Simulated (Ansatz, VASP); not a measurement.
Ba: VASP beside Ansatz

```
Ba
1.0
    -2.40000    2.40000    2.30000
     2.40000   -2.40000    2.30000
     2.40000    2.40000   -2.30000
Ba
1
Direct
  0.00000 0.00000 0.00000
```

Change from the starting cell: strain -0.040 along x and y, -0.080 along z, atoms carried along.

Alike in both runs: task single point; functional PBEsol; k mesh 14 × 14 × 14; occupations gaussian, width 0.15 eV; no spin polarisation.

|  | VASP | Ansatz |
| --- | --- | --- |
| version | VASP 6.6.1 | Ansatz 0.2.0 |
| potentials or method | VASP PAW PBE potentials, release 64 (Ba_sv), cutoff 520 eV | scalar-relativistic, plane waves, PAW |
| valence electrons in the cell | 10 | 10 |

|  | VASP | Ansatz | Ansatz less VASP |
| --- | --- | --- | --- |
| gap on the k mesh at the Fermi level (eV) | none | none | - |
| pressure (GPa) | 1.1 | 1.0 | -0.14 |
| traceless stress, the component that is largest in VASP (GPa) | 0.20 | 0.19 | -0.007 |

VASP's potentials were made for PBE, not for PBEsol. A gap of «none» marks a metal or a gap that the smearing closes.

Neither program's run includes spin-orbit coupling.
